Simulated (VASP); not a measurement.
# Si4C (I4_1/a) in VASP: settings compared

The runs below take Si4C through single point, relaxation of cell and atoms, with PBE, r2SCAN.

Program: VASP 6.6.1. These are calculated values, not measurements. Logs are shortened: lines on timing, memory, paths and dates and some standing lists are left out, and cuts for length are marked.

**1. The cell of the first run**

The structure is tetragonal, space group I4_1/a (No. 88). Conventional cell: a = 7.942 Å, b = 7.942 Å, c = 5.051 Å, α = 90.00°, β = 90.00°, γ = 90.00°. Within 2.6 Å of Si (site symmetry 1) lie 1 C at 1.93 Å and 3 Si at 2.34 to 2.42 Å. Within 2.6 Å of C (site symmetry -4) lie 4 Si at 1.93 Å.

**2. Single point, PBE**

File INCAR:

```
SYSTEM = Si4C
PREC     = Accurate       ! precision mode
ENCUT    = 520            ! plane-wave cutoff, eV
EDIFF    = 1E-7           ! SCF threshold, eV
ISMEAR   = 0              ! smearing method
SIGMA    = 0.02           ! smearing width, eV
LREAL    = .False.        ! projectors in reciprocal space
LASPH    = .True.         ! aspherical terms in the spheres
NELM     = 80             ! most SCF steps
ALGO     = Normal         ! electronic algorithm
ISIF     = 2              ! what is computed and relaxed
LWAVE    = .False.        ! write WAVECAR
LCHARG   = .False.        ! write CHGCAR
GGA      = PE             ! functional
NBANDS   = 31             ! bands
```

File KPOINTS:

```
Automatic mesh
0
Gamma
  6 6 6
  0 0 0
```

File POSCAR:

```
Si4C
1.0
   -3.9709595635      3.9709595635      2.5252765581
    3.9709595635     -3.9709595635      2.5252765581
    3.9709595635      3.9709595635     -2.5252765581
Si C
8 2
Direct
    0.2983167149      0.0266729345      0.9050076045
    0.6066908897      0.7016832851      0.7283562197
    0.6283346700      0.8566908897      0.4050076045
    0.1216653300      0.3933091103      0.0949923955
    0.1433091103      0.5483167149      0.7716437803
    0.9733270655      0.8783346700      0.2716437803
    0.4516832851      0.2233270655      0.5949923955
    0.7766729345      0.3716653300      0.2283562197
    0.0000000000      0.0000000000      0.0000000000
    0.7500000000      0.2500000000      0.5000000000
```

Potentials or basis: VASP PAW PBE potentials, release 64 (Si, C).

The run is started by

```
cat potpaw_PBE.64/Si/POTCAR potpaw_PBE.64/C/POTCAR > POTCAR
mpirun -np 1 vasp_std > vasp.out
```

OUTCAR:

```text
SYSTEM = Si4C
   PREC = Accurate
   ENCUT = 520
   EDIFF = 1E-7
   ISMEAR = 0
   LREAL = .False.
   LASPH = .True.
   NELM = 80
   ISIF = 2
   GGA = PE

 ion  position               nearest neighbor table
   1  0.298  0.027  0.905-   9 1.93   5 2.34   8 2.34   7 2.42   2 3.12   6 3.12
   2  0.607  0.702  0.728-   9 1.93   7 2.34   3 2.34   5 2.42   1 3.12   4 3.12
   3  0.628  0.857  0.405-  10 1.93   6 2.34   2 2.34   4 2.42   8 3.12   5 3.12
   4  0.122  0.393  0.095-   9 1.93   8 2.34   5 2.34   3 2.42   6 3.12   2 3.12
   5  0.143  0.548  0.772-  10 1.93   1 2.34   4 2.34   2 2.42   7 3.12   3 3.12
   6  0.973  0.878  0.272-   9 1.93   7 2.34   3 2.34   8 2.42   4 3.12   1 3.12
   7  0.452  0.223  0.595-  10 1.93   2 2.34   6 2.34   1 2.42   5 3.12   8 3.12
   8  0.777  0.372  0.228-  10 1.93   1 2.34   4 2.34   6 2.42   3 3.12   7 3.12
   9  0.000  0.000  0.000-   2 1.93   4 1.93   6 1.93   1 1.93
  10  0.750  0.250  0.500-   5 1.93   3 1.93   8 1.93   7 1.93

  LATTYP: Found a body centered tetragonal cell.
 ALAT       =     7.9419191270
 C/A-ratio  =     0.6359361050

  Lattice vectors:

 A1 = (  -3.9709595635,   3.9709595635,   2.5252765581)
 A2 = (   3.9709595635,  -3.9709595635,   2.5252765581)
 A3 = (   3.9709595635,   3.9709595635,  -2.5252765581)

Analysis of symmetry for initial positions (statically):
=====================================================================
 Subroutine PRICEL returns:
 Original cell was already a primitive cell.

 Routine SETGRP: Setting up the symmetry group for a
 body centered tetragonal supercell.

 Subroutine GETGRP returns: Found  8 space group operations
 (whereof  4 operations were pure point group operations)
 out of a pool of 16 trial point group operations.

The static configuration has the point symmetry S_4 .
 The point group associated with its full space group is C_4h.

Analysis of symmetry for dynamics (positions and initial velocities):
=====================================================================
 Subroutine PRICEL returns:
 Original cell was already a primitive cell.

 Routine SETGRP: Setting up the symmetry group for a
 body centered tetragonal supercell.

 Subroutine GETGRP returns: Found  8 space group operations
 (whereof  4 operations were pure point group operations)
 out of a pool of 16 trial point group operations.

The dynamic configuration has the point symmetry S_4 .
 The point group associated with its full space group is C_4h.
[... 117 lines left out ...]
   EDIFFG = 0.1E-05   stopping-criterion for IOM
   NSW    =      0    number of steps for IOM
   IBRION =     -1    ionic relax: 0-MD 1-quasi-New 2-CG
   NFREE  =      0    steps in history (QN), initial steepest desc. (CG)
   ISIF   =      2    stress and relaxation
   ISYM   =      2    0-nonsym 1-usesym 2-fastsym
   POTIM  = 0.5000    time-step for ionic-motion
   TEBEG  =    0.0;   TEEND  =   0.0 temperature during run
   PSTRESS=    0.0 pullay stress
   NELECT =      40.0000    total number of electrons
   NUPDOWN=      -1.0000    fix difference up-down
   EMIN   =  10.00;   EMAX   =-10.00  energy-range for DOS
   EFERMI =   0.00;   METHOD = LEGACY
   ISMEAR =     0;   SIGMA  =   0.02  broadening in eV -4-tet -1-fermi 0-gaus
   EFERMI_NEDOS =   21; number of points for ismear=-14 and -15
   IALGO  =     38    algorithm
   IMIX   =      4    mixing-type and parameters
     AMIX     =   0.40;   BMIX     =  1.00
     AMIX_MAG =   1.60;   BMIX_MAG =  1.00
  volume/ion in A,a.u.               =      15.93       107.49
  Fermi-wavevector in a.u.,A,eV,Ry     =   1.032860  1.951823 14.514698  1.066800
  Thomas-Fermi vector in A             =   2.167079
   LORBIT       =      0    0 simple, 1 ext, 2 COOP (PROOUT), +10 PAW based schemes
   GGA     = PE    functional components
   LHFCALC =     F    Hartree Fock is set to
   AEXX    =    0.0000 exact exchange contribution
   IVDW    =     0    specifies the selected vdW correction
   LEPSILON=     F    determine dielectric tensor
   LRPA    =     F    only Hartree local field effects (RPA)
 non-spin polarized calculation
 Gauss-broadening in eV      SIGMA  =   0.02
  energy-cutoff  :      520.00
  volume of cell :      159.28
 maximum number of plane-waves:      4319
 NGX is ok and might be reduce to    48
   NGX = 23   NGY = 23   NGZ = 23

 number of electron      40.0000000 magnetization

 Free energy of the ion-electron system (eV)
  ---------------------------------------------------
  ext. energy  EPLUGINS =         0.00000000
  ---------------------------------------------------
  free energy    TOTEN  =       -60.85435282 eV

  energy without entropy =      -60.85435282  energy(sigma->0) =      -60.85435282

 E-fermi :   6.9083     XC(G=0): -10.0646

 val. band max:        6.7741851975   @ k =   0.0000   0.0000   0.0000
 cond. band min:       7.6026679002   @ k =   0.5000   0.5000   0.0000
 fundamental gap:      0.8284827027
 Fermi energy:         6.9082701340

 k-point     1 :       0.0000    0.0000    0.0000
  band No.  band energies     occupation
      1      -7.1297      2.00000
      2      -5.6098      2.00000
      3      -2.1579      2.00000
      4      -2.1579      2.00000
      5      -1.7898      2.00000
      6      -1.7517      2.00000
[... 805 lines left out ...]
     30      11.5630      0.00000
     31      11.8729      0.00000

 [... further k-points ...]
[... 5 lines left out ...]
  --------------------------------------------------------------------------------------
  -------------------------------------------------------------------------------------
  Total       -0.0849134     -0.0849134     -0.0756025      0.0000000      0.0000000      0.0000000
  in kB       -0.8541354     -0.8541354     -0.7604785      0.0000002      0.0000000      0.0000000
  external PRESSURE =      -0.8229164 kB  Pullay stress =       0.0000000 kB

 VOLUME and BASIS-vectors are now :
 -----------------------------------------------------------------------------
  energy-cutoff  :      520.00
  volume of cell :      159.28
      direct lattice vectors                 reciprocal lattice vectors
    -3.970959564  3.970959564  2.525276558     0.000000000  0.125914150  0.197998116
     3.970959564 -3.970959564  2.525276558     0.125914150  0.000000000  0.197998116
     3.970959564  3.970959564 -2.525276558     0.125914150  0.125914150  0.000000000

 POSITION                                       TOTAL-FORCE (eV/Angst)
 -----------------------------------------------------------------------------------
      2.51506      4.67244     -1.46471        -0.006204      0.007209      0.005772
      3.26948      2.51506      1.46471        -0.007209     -0.006204     -0.005772
      2.51506      0.70148      2.72734        -0.006204      0.007209     -0.005772
      1.45590     -0.70148      1.06057         0.006204     -0.007209      0.005772
      4.67244      1.45590     -0.20207         0.007209      0.006204      0.005772
      0.70148      1.45590      3.98998         0.007209      0.006204     -0.005772
      1.45590      3.26948      0.20207         0.006204     -0.007209     -0.005772
     -0.70148      2.51506      2.32321        -0.007209     -0.006204      0.005772
      0.00000      0.00000      0.00000         0.000000      0.000000     -0.000000
     -0.00000      3.97096      1.26264         0.000000      0.000000     -0.000000
 -----------------------------------------------------------------------------------
    total drift:                               -0.000000     -0.000000      0.000000

  FREE ENERGIE OF THE ION-ELECTRON SYSTEM (eV)
  ---------------------------------------------------
  free  energy   TOTEN  =       -60.8543528220 eV

  energy  without entropy=      -60.8543528220  energy(sigma->0) =      -60.85435282
```

Wall time 7.9 min (1 thread of Intel Xeon 8259CL, shared host); peak memory 0.38 GiB.

What came out:

```
Free energy            : -60.8544 eV
Pressure               : -0.1 GPa
Largest force          : 0.011 eV/Å
Band gap on the k mesh : 0.83 eV (least direct gap 1.51 eV)
```

Forces on the atoms (eV/Å):
```
Si  -0.006  0.007  0.006
Si  -0.007 -0.006 -0.006
Si  -0.006  0.007 -0.006
Si   0.006 -0.007  0.006
Si   0.007  0.006  0.006
Si   0.007  0.006 -0.006
Si   0.006 -0.007 -0.006
Si  -0.007 -0.006  0.006
C    0.000  0.000  0.000
C    0.000  0.000  0.000
```

A k mesh can miss the band edges.

**3. Single point, r2SCAN**

POSCAR is that of step 2.

File INCAR.step1:

```
  PREC = Accurate
  ENCUT = 520
  ISMEAR = 0
  SIGMA = 0.02
  LREAL = False
  LASPH = True
  NELM = 100
  NBANDS = 31
  GGA = PE
  ALGO = Normal
  EDIFF = 1E-4
  LWAVE = True
  LCHARG = False
```

File INCAR.step2:

```
  PREC = Accurate
  ENCUT = 520
  EDIFF = 1E-6
  ISMEAR = 0
  SIGMA = 0.02
  LREAL = False
  LASPH = True
  NELM = 100
  ALGO = Normal
  ISIF = 2
  LWAVE = False
  LCHARG = False
  METAGGA = R2SCAN
  LMIXTAU = True
  NBANDS = 31
  ISTART = 1
```

File KPOINTS:

```
regular mesh
0
Gamma
  6 6 6
```

Potentials or basis: VASP PAW PBE potentials, release 64 (Si, C).

The run is started by

```
cat potpaw_PBE.64/Si/POTCAR potpaw_PBE.64/C/POTCAR > POTCAR
cp INCAR.step1 INCAR
mpirun -np 1 vasp_std > vasp.out
cp INCAR.step2 INCAR
mpirun -np 1 vasp_std > vasp.out
```

It took 22 min on 1 thread of Intel Xeon 8259CL, shared host; peak memory 0.43 GiB.

It converged, with:

```yaml
Free_energy: -89.2405 eV
Pressure: -1.8 GPa
Largest_force: 0.066 eV/Å
Band_gap_on_the_k_mesh: 1.06 eV (least direct gap 1.76 eV)
```

Forces on the atoms (eV/Å):
```
Si  -0.018  0.060  0.019
Si  -0.060 -0.018 -0.019
Si  -0.018  0.060 -0.019
Si   0.018 -0.060  0.019
Si   0.060  0.018  0.019
Si   0.060  0.018 -0.019
Si   0.018 -0.060 -0.019
Si  -0.060 -0.018  0.019
C    0.000  0.000  0.000
C    0.000  0.000  0.000
```

Stress tensor (GPa, compression positive):
```
-1.87  0.00  0.00
 0.00 -1.87  0.00
 0.00  0.00 -1.79
```

Levels at points of the mesh, in eV from the valence-band top:
| k point | band 18 | band 19 | band 20 | band 21 | band 22 | band 23 |
| --- | --- | --- | --- | --- | --- | --- |
| (0.00, 0.00, 0.00) | -0.19 | -0.19 | 0.00 | 2.56 | 3.21 | 3.21 |
| (0.50, 0.00, 0.00) | -1.43 | -1.01 | -0.72 | 1.84 | 3.21 | 3.44 |
| (0.50, 0.50, 0.00) | -1.85 | -0.87 | -0.87 | 1.06 | 1.06 | 2.85 |
| (0.50, 0.50, 0.50) | -1.92 | -1.76 | -1.76 | 1.29 | 1.29 | 2.11 |

Caveat: the PAW data sets were made with another functional, which shifts forces and pressure a little.

(Continued in part 2 of 2.)
